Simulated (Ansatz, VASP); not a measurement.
# One calculation of Rb6CuAs3, two programs

The input INCAR:

```
PREC = Accurate
ENCUT = 520
EDIFF = 1E-6
ISMEAR = 0
SIGMA = 0.1
LREAL = False
LASPH = True
NELM = 80
ALGO = Fast
ISIF = 2
LWAVE = False
LCHARG = False
GGA = PE
NBANDS = 51
```

KPOINTS

```
regular mesh
0
Gamma
  4 4 4
```

POSCAR

```
Rb6CuAs3
1.0
    7.3109772400      0.0000000000      0.0000000000
    0.0000000000      7.3109772400      0.0000000000
    0.0000000000      0.0000000000      7.3109772400
Rb Cu As
6 1 3
Direct
    0.7126532500      0.0000000000      0.0000000000
    0.2873467500      0.0000000000      0.0000000000
    0.0000000000      0.7126532500      0.0000000000
    0.0000000000      0.2873467500      0.0000000000
    0.0000000000      0.0000000000      0.7126532500
    0.0000000000      0.0000000000      0.2873467500
    0.5000000000      0.5000000000      0.5000000000
    0.0000000000      0.5000000000      0.5000000000
    0.5000000000      0.0000000000      0.5000000000
    0.5000000000      0.5000000000      0.0000000000
```

Input for Ansatz:

```yaml
crystal:
  lattice:
    - [7.31097724, 0.0, 0.0]
    - [0.0, 7.31097724, 0.0]
    - [0.0, 0.0, 7.31097724]
  atoms:
    - { symbol: Rb, position: [0.71265325, 0.0, 0.0] }
    - { symbol: Rb, position: [0.28734675, 0.0, 0.0] }
    - { symbol: Rb, position: [0.0, 0.71265325, 0.0] }
    - { symbol: Rb, position: [0.0, 0.28734675, 0.0] }
    - { symbol: Rb, position: [0.0, 0.0, 0.71265325] }
    - { symbol: Rb, position: [0.0, 0.0, 0.28734675] }
    - { symbol: Cu, position: [0.5, 0.5, 0.5] }
    - { symbol: As, position: [0.0, 0.5, 0.5] }
    - { symbol: As, position: [0.5, 0.0, 0.5] }
    - { symbol: As, position: [0.5, 0.5, 0.0] }
basis:
  ecutwfc: 420
kpoints:
  mp_grid: { grid: [4, 4, 4] }
hamiltonian:
  xc: pbe
scf:
  occupations: { method: gaussian, width: 0.1 }
  lower_state_search: "off"
output:
  forces: true
  stress: true
  eigenvalues: true
```

Alike in both runs: task single point; functional PBE; k mesh 4 × 4 × 4; occupations gaussian, width 0.1 eV; no spin polarisation.

|  | VASP | Ansatz |
| --- | --- | --- |
| version | VASP 6.6.1 | Ansatz 0.2.0 |
| potentials or method | VASP PAW PBE potentials, release 64 (Rb_sv, Cu, As), cutoff 520 eV | scalar-relativistic, plane waves, PAW |
| valence electrons in the cell | 80 | 118 |

|  | VASP | Ansatz | Ansatz less VASP |
| --- | --- | --- | --- |
| gap on the k mesh at the Fermi level (eV) | none | none | - |
| pressure (GPa) | 1.6 | 1.5 | -0.13 |
| rms of the force components (eV/Å) | 1.377 | 1.354 | -0.0235 |

Atom by atom the forces differ by 0.023 eV/Å (rms over components). A gap of «none» marks a metal or a gap that the smearing closes. The functional is the same, so the differences come from potentials, cutoffs and numerics. VASP's potentials hold 80 valence electrons a cell and Ansatz's 118, so a difference there can come from the potentials and not from the codes.
